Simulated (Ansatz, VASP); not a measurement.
**P: VASP beside Ansatz**

```
CELL_PARAMETERS angstrom
4.03475 0.00000 0.00000
-2.01737 3.49419 0.00000
0.00000 0.00000 2.50430
ATOMIC_POSITIONS crystal
P 0.33333 0.66667 0.00000
P 0.66667 0.33333 0.00000
```

Alike in both runs: functional PBE; k mesh 6 × 6 × 4; occupations gaussian, width 0.1 eV; no spin polarisation.

Ansatz relaxed the structure, and its values are those at the end. VASP's run is a single point on that final structure, the one shown.

```csv
,VASP,Ansatz
version,VASP 6.6.1,Ansatz 0.2.0
potentials or method,"VASP PAW PBE potentials, release 64 (P), cutoff 520 eV","scalar-relativistic, plane waves, PAW"
valence electrons in the cell,10,10
```

```tsv
	VASP	Ansatz	Ansatz less VASP
gap on the k mesh at the Fermi level (eV)	none	none	-
pressure (GPa)	-0.2	0.1	+0.22
```

A gap of «none» marks a metal or a gap that the smearing closes.

The k mesh is coarse, so the values compare programs but aren't converged.
